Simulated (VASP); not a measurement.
Runs of VASP 6.6.1 on Br. The structure is that of space group Cmce (No. 64), or close to it. The cells are those of the table. 

```tsv
level	potentials or basis	cell	gap on the mesh (eV)	pressure (GPa)	largest force (eV/Å)
PBE	VASP PAW PBE potentials, release 64 (Br)	a = 4.032, b = 4.032, c = 8.585 Å, angles 90.0, 90.0, 69.3°, 4 atoms	2.04	(a)	1.38
PBEsol	VASP PAW PBE potentials, release 64 (Br)	a = 3.455, b = 3.455, c = 8.162 Å, angles 90.0, 90.0, 65.2°, 4 atoms	0.90	10.1	0.02
LDA	VASP PAW LDA potentials, release 64 (Br)	a = 3.865, b = 3.865, c = 8.404 Å, angles 90.0, 90.0, 61.2°, 4 atoms	1.09	0.1	0.02
LDA	VASP PAW LDA potentials, release 64 (Br)	a = 4.004, b = 4.004, c = 8.525 Å, angles 90.0, 90.0, 69.3°, 4 atoms	1.95	(b)	1.49
LDA	VASP PAW LDA potentials, release 64 (Br)	a = 4.167, b = 4.167, c = 8.873 Å, angles 90.0, 90.0, 69.3°, 4 atoms	1.58	-2.5	0.16
```

Alike in all rows: task single point; no spin polarisation; k mesh 7 × 7 × 3; cutoff (eV) 520; smearing fermi-dirac 0.05 eV.

Task: Fill in the values left out.

Result: (a) 3.3; (b) 0.7.

Caveats: forces of over 1 eV/Å act on the atoms, so gaps and moduli don't describe the material at rest (some runs); the PAW data sets were made with another functional, which shifts forces and pressure a little (some runs).

A k mesh can miss the band edges, and the runs leave out spin-orbit coupling on Br.
